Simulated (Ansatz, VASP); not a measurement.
One calculation of Co, two programs

INCAR

```
PREC     = Accurate       # precision mode
ENCUT    = 520            # plane-wave cutoff, eV
EDIFF    = 1E-6           # SCF threshold, eV
ISMEAR   = 0              # smearing method
SIGMA    = 0.028000000000000004 # smearing width, eV
LREAL    = False          # projectors in reciprocal space
LASPH    = True           # aspherical terms in the spheres
NELM     = 150            # most SCF steps
ALGO     = Fast           # electronic algorithm
ISIF     = 2              # what is computed and relaxed
LWAVE    = False          # write WAVECAR
LCHARG   = True           # write CHGCAR
ISPIN    = 2              # spin polarisation
MAGMOM   = 2 2            # initial moments
LORBIT   = 11             # projections on sites
LMAXMIX  = 4              # l up to which the mixer works
GGA      = PE             # functional
LELF     = True           # ELF
LVHAR    = True         
NBANDS   = 20             # bands
```

KPOINTS

```
Automatic mesh
0
Gamma
  12 12 7
```

Contents of POSCAR:

```
Co
1.0
    2.4873648738      0.0000000000      0.0000000000
   -1.2436824369      2.1541211692      0.0000000000
    0.0000000000      0.0000000000      4.0632895034
Co
2
Direct
    0.3333333333      0.6666666667      0.7401390000
    0.6666666667      0.3333333333      0.2598610000
```

input.yaml

```yaml
crystal:
  lattice:
    - [2.4873648738, 0.0, 0.0]
    - [-1.2436824369, 2.1541211692, 0.0]
    - [0.0, 0.0, 4.0632895034]
  atoms:
    - { symbol: Co, position: [0.3333333333, 0.6666666667, 0.740139], spin: 2.0 }
    - { symbol: Co, position: [0.6666666667, 0.3333333333, 0.259861], spin: 2.0 }
hamiltonian:
  xc: pbe
  pseudopotentials: { kind: paw }
magnetization:
  spin_polarized: true
kpoints:
  mp_grid: { grid: [12, 12, 7] }
scf:
  occupations: { method: gaussian, width: 0.028 }
output:
  forces: true
  stress: true
  eigenvalues: true
  write_density: true
  write_potential: true
  elf: true
  volumetric_format: npy
```

Alike in both runs: task single point; functional PBE; k mesh 12 × 12 × 7; occupations gaussian, width 0.028 eV; collinear spin.

|  | VASP | Ansatz |
| --- | --- | --- |
| version | VASP 6.6.1 | Ansatz 0.2.0 |
| potentials or method | VASP PAW PBE potentials, release 64 (Co) | Ansatz PAW |
| plane-wave cutoff (eV) | 520 | 420 |
| valence electrons in the cell | 18 | 34 |

|  | VASP | Ansatz | Ansatz less VASP |
| --- | --- | --- | --- |
| gap on the k mesh at the Fermi level (eV) | none | none | - |
| pressure (GPa) | 0.0 | 0.8 | +0.83 |
| traceless stress, the component that is largest in VASP (GPa) | -2.23 | -2.12 | +0.109 |
| rms of the force components (eV/Å) | 0.277 | 0.280 | +0.0034 |
| net moment per atom (μB) | 1.63 | 1.64 | +0.014 |
| size of the moment on the site where the two differ most (μB) | 1.65 | 1.72 | +0.072 |

Site moments also hang on the region over which each program counts them. Atom by atom the forces differ by 0.003 eV/Å (rms over components). A gap of «none» marks a metal or a gap that the smearing closes. VASP's potentials hold 18 valence electrons a cell and Ansatz's 34, so a difference there can come from the potentials and not from the codes.
